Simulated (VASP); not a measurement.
# HfO2 (P-3m1) in VASP: further runs, part 2 of 2

VASP 6.6.1. The steps go on from the part before.

### 4 Single point, r2SCAN (the distance across one plane changed)

Contents of POSCAR:

```
HfO2
1.0
    2.5291609878     -2.5291609878      0.0000000000
    2.5291609878      0.0000000000     -2.5291609878
    5.3469971102      5.3469971102      5.3469971102
Hf O
3 6
Direct
    0.0000000000      0.0000000000      0.7883588735
    0.3333333333      0.3333333333      0.4730216308
    0.6666666667      0.6666666667      0.1576843882
    0.6666666667      0.6666666667      0.3941873202
    1.0000000000      0.0000000000      0.0788500775
    0.3333333333      0.3333333333      0.7095245628
    0.6666666667      0.6666666667      0.8671931842
    1.0000000000      0.0000000000      0.5518559415
    0.3333333333      0.3333333333      0.2365186989
```

Contents of INCAR.step1:

```
SYSTEM = HfO2
ALGO = Normal
EDIFF = 1E-4
ENCUT = 520
GGA = PE
ISMEAR = 0
LASPH = .True.
LCHARG = .False.
LREAL = .False.
LWAVE = .True.
NBANDS = 43
NELM = 80
PREC = Accurate
SIGMA = 0.05
```

Contents of INCAR.step2:

```
SYSTEM = HfO2
ALGO = Normal
EDIFF = 1E-6
ENCUT = 520
ISIF = 2
ISMEAR = 0
ISTART = 1
LASPH = .True.
LCHARG = .False.
LMIXTAU = .True.
LREAL = .False.
LWAVE = .False.
METAGGA = R2SCAN
NBANDS = 43
NELM = 80
PREC = Accurate
SIGMA = 0.05
```

Contents of KPOINTS:

```
k-points
0
Gamma
  7 7 3
  0 0 0
```

Run with:

```console
$ cat potpaw_PBE.64/Hf_pv/POTCAR potpaw_PBE.64/O/POTCAR > POTCAR
$ cp INCAR.step1 INCAR
$ mpirun -np 1 vasp_std > vasp.out
$ cp INCAR.step2 INCAR
$ mpirun -np 1 vasp_std > vasp.out
```

It took 3.7 min on 1 thread of Intel Xeon 6975P-C (Granite Rapids), shared host; peak memory 0.27 GiB.

It converged, with:

* Free energy: -204.9732 eV
* Pressure: -11.0 GPa
* Largest force: 0.783 eV/Å
* Band gap on the k mesh: 4.49 eV (least direct gap 4.60 eV)

Forces in eV/Å, atoms in the order of the input:
```
Hf   0.116  0.116  0.116
Hf   0.000  0.000  0.000
Hf  -0.116 -0.116 -0.116
O   -0.196 -0.196 -0.196
O   -0.452 -0.452 -0.452
O   -0.152 -0.152 -0.152
O    0.452  0.452  0.452
O    0.196  0.196  0.196
O    0.152  0.152  0.152
```

Stress tensor (GPa, compression positive):
```
-11.00  -0.34  -0.34
 -0.34 -11.00  -0.34
 -0.34  -0.34 -11.00
```

Levels at points of the mesh, in eV from the valence-band top:
```csv
k point,band 31,band 32,band 33,band 34,band 35,band 36
"(0.00, 0.00, 0.00)",-0.51,-0.51,-0.45,4.50,4.50,5.04
```

Caveat: the cell differs from its parent crystal (the distance across one plane changed); the cell stands under tension; the PAW data sets were made with another functional, which shifts forces and pressure a little; spin-orbit coupling is left out, which moves the levels of the heavy elements; an odd mesh through Γ misses points on the zone boundary, where band edges can lie.

### 5 Single point, r2SCAN (the distance across one plane changed)

Contents of POSCAR:

```
HfO2
1.0
    2.5291609878     -2.5291609878      0.0000000000
    2.5291609878      0.0000000000     -2.5291609878
    5.4913346775      5.4913346775      5.4913346775
Hf O
3 6
Direct
    0.0000000000      0.0000000000      0.7676371713
    0.3333333333      0.3333333333      0.4605884437
    0.6666666667      0.6666666667      0.1535397162
    0.6666666667      0.6666666667      0.3838262619
    1.0000000000      0.0000000000      0.0767775343
    0.3333333333      0.3333333333      0.6908749894
    0.6666666667      0.6666666667      0.8443993532
    1.0000000000      0.0000000000      0.5373506256
    0.3333333333      0.3333333333      0.2303018981
```

Contents of INCAR.step1:

```
ALGO = Normal
EDIFF = 1E-4
ENCUT = 520
GGA = PE
ISMEAR = 0
LASPH = T
LCHARG = F
LREAL = F
LWAVE = T
NBANDS = 43
NELM = 100
PREC = Accurate
SIGMA = 0.05
```

Contents of INCAR.step2:

```
ALGO = Normal
EDIFF = 1E-7
ENCUT = 520
ISIF = 2
ISMEAR = 0
ISTART = 1
LASPH = T
LCHARG = T
LELF = T
LMIXTAU = T
LREAL = F
LVHAR = T
LWAVE = F
METAGGA = R2SCAN
NBANDS = 43
NELM = 100
PREC = Accurate
SIGMA = 0.05
```

Contents of KPOINTS:

```
k-points
0
Gamma
  7 7 3
```

Run with:

```console
$ cat potpaw_PBE.64/Hf_pv/POTCAR potpaw_PBE.64/O/POTCAR > POTCAR
$ cp INCAR.step1 INCAR
$ mpirun -np 1 vasp_std > vasp.out
$ cp INCAR.step2 INCAR
$ mpirun -np 1 vasp_std > vasp.out
```

Run time: 4 min. Hardware: 1 thread of Intel Xeon 6975P-C (Granite Rapids), shared host; peak memory 0.28 GiB.

Results (log left out):

```
Free energy            : -204.6554 eV
Pressure               : -11.7 GPa
Largest force          : 0.726 eV/Å
Band gap on the k mesh : 4.56 eV (least direct gap 4.67 eV)
```

Forces on the atoms (eV/Å):
```
Hf  -0.106 -0.106 -0.106
Hf   0.000  0.000  0.000
Hf   0.106  0.106  0.106
O   -0.228 -0.228 -0.228
O   -0.419 -0.419 -0.419
O   -0.175 -0.175 -0.175
O    0.419  0.419  0.419
O    0.228  0.228  0.228
O    0.175  0.175  0.175
```

Stress tensor (GPa, compression positive):
```
-11.74   0.64   0.64
  0.64 -11.74   0.64
  0.64   0.64 -11.74
```

Levels at points of the mesh, in eV from the valence-band top:
| k point | band 30 | band 31 | band 32 | band 33 | band 34 | band 35 | band 36 | band 37 |
| --- | --- | --- | --- | --- | --- | --- | --- | --- |
| (0.00, 0.00, 0.00) | -0.96 | -0.47 | -0.47 | -0.46 | 4.56 | 4.56 | 5.03 | 5.03 |

Caveat: the cell differs from its parent crystal (the distance across one plane changed); the cell stands under tension; the PAW data sets were made with another functional, which shifts forces and pressure a little; spin-orbit coupling is left out, which moves the levels of the heavy elements; an odd mesh through Γ misses points on the zone boundary, where band edges can lie.

### 6 Single point, r2SCAN (the distance across one plane changed)

Contents of POSCAR:

```
HfO2
1.0
    2.5291609878     -2.5291609878      0.0000000000
    2.5291609878      0.0000000000     -2.5291609878
    5.6356722448      5.6356722448      5.6356722448
Hf O
3 6
Direct
    0.0000000000      0.0000000000      0.7479768935
    0.3333333333      0.3333333333      0.4487921198
    0.6666666667      0.6666666667      0.1496073461
    0.6666666667      0.6666666667      0.3739959264
    1.0000000000      0.0000000000      0.0748111527
    0.3333333333      0.3333333333      0.6731807001
    0.6666666667      0.6666666667      0.8227730869
    1.0000000000      0.0000000000      0.5235883132
    0.3333333333      0.3333333333      0.2244035395
```

Contents of INCAR.step1:

```
SYSTEM = HfO2
PREC     = Accurate       ! precision mode
ENCUT    = 520            ! plane-wave cutoff, eV
ISMEAR   = 0              ! smearing method
SIGMA    = 0.05           ! smearing width, eV
LREAL    = .False.        ! projectors in reciprocal space
LASPH    = .True.         ! aspherical terms in the spheres
NELM     = 100            ! most SCF steps
NBANDS   = 43             ! bands
GGA      = PE             ! functional
ALGO     = Normal         ! electronic algorithm
EDIFF    = 1E-4           ! SCF threshold, eV
LWAVE    = .True.         ! write WAVECAR
LCHARG   = .False.        ! write CHGCAR
```

Contents of INCAR.step2:

```
SYSTEM = HfO2
PREC     = Accurate       ! precision mode
ENCUT    = 520            ! plane-wave cutoff, eV
EDIFF    = 1E-7           ! SCF threshold, eV
ISMEAR   = 0              ! smearing method
SIGMA    = 0.05           ! smearing width, eV
LREAL    = .False.        ! projectors in reciprocal space
LASPH    = .True.         ! aspherical terms in the spheres
NELM     = 100            ! most SCF steps
ALGO     = Normal         ! electronic algorithm
ISIF     = 2              ! what is computed and relaxed
LWAVE    = .False.        ! write WAVECAR
LCHARG   = .False.        ! write CHGCAR
METAGGA  = R2SCAN         ! meta-GGA
LMIXTAU  = .True.       
NBANDS   = 43             ! bands
ISTART   = 1
```

Contents of KPOINTS:

```
regular mesh
0
Gamma
  7 7 3
  0 0 0
```

Potentials or basis: VASP PAW PBE potentials, release 64 (Hf_pv, O).

Run with:

```console
$ cat potpaw_PBE.64/Hf_pv/POTCAR potpaw_PBE.64/O/POTCAR > POTCAR
$ cp INCAR.step1 INCAR
$ mpirun -np 1 vasp_std > vasp.out
$ cp INCAR.step2 INCAR
$ mpirun -np 1 vasp_std > vasp.out
```

Wall time 5.1 min (1 thread of Intel Xeon 6975P-C (Granite Rapids), shared host); peak memory 0.29 GiB.

The run converged. Its results:

```
Free energy            : -204.4310 eV
Pressure               : -11.9 GPa
Largest force          : 0.676 eV/Å
Band gap on the k mesh : 4.63 eV (least direct gap 4.73 eV)
```

Forces in eV/Å, atoms in the order of the input:
```
Hf  -0.287 -0.287 -0.287
Hf   0.000  0.000  0.000
Hf   0.287  0.287  0.287
O   -0.242 -0.242 -0.242
O   -0.390 -0.390 -0.390
O   -0.183 -0.183 -0.183
O    0.390  0.390  0.390
O    0.242  0.242  0.242
O    0.183  0.183  0.183
```

Stress tensor (GPa, compression positive):
```
-11.90   1.44   1.44
  1.44 -11.90   1.44
  1.44   1.44 -11.90
```

Levels at points of the mesh, in eV from the valence-band top:
| k point | band 29 | band 30 | band 31 | band 32 | band 33 | band 34 | band 35 | band 36 | band 37 | band 38 |
| --- | --- | --- | --- | --- | --- | --- | --- | --- | --- | --- |
| (0.00, 0.00, 0.00) | -0.84 | -0.84 | -0.52 | -0.44 | -0.44 | 4.63 | 4.63 | 5.05 | 5.05 | 5.20 |

Caveat: the cell differs from its parent crystal (the distance across one plane changed); the cell stands under tension; the PAW data sets were made with another functional, which shifts forces and pressure a little; spin-orbit coupling is left out, which moves the levels of the heavy elements; an odd mesh through Γ misses points on the zone boundary, where band edges can lie.

### 7 Overview

```csv
cell,gap on the mesh (eV),pressure (GPa),largest force (eV/Å)
"a = 3.577, b = 3.577, c = 8.461 Å, angles 90.0, 90.0, 60.0°, 9 atoms",4.67,11.6,4.19
"a = 3.577, b = 3.577, c = 9.011 Å, angles 90.0, 90.0, 60.0°, 9 atoms",4.44,-9.0,0.71
"a = 3.577, b = 3.577, c = 9.261 Å, angles 90.0, 90.0, 60.0°, 9 atoms",4.49,-11.0,0.78
"a = 3.577, b = 3.577, c = 9.511 Å, angles 90.0, 90.0, 60.0°, 9 atoms",4.56,-11.7,0.73
"a = 3.577, b = 3.577, c = 9.761 Å, angles 90.0, 90.0, 60.0°, 9 atoms",4.63,-11.9,0.68
```

Alike in all rows: task single point; level r2SCAN; potentials or basis VASP PAW PBE potentials, release 64 (Hf_pv, O); no spin polarisation; k mesh 7 × 7 × 3; cutoff (eV) 520; smearing gaussian 0.05 eV.

Caveats: the PAW data sets were made with another functional, which shifts forces and pressure a little; spin-orbit coupling is left out, which moves the levels of the heavy elements; an odd mesh through Γ misses points on the zone boundary, where band edges can lie; the cell stands under tension (at least some runs); the cell stands under pressure (at least some runs).

Absolute energies hang on the potentials; compare differences alone.
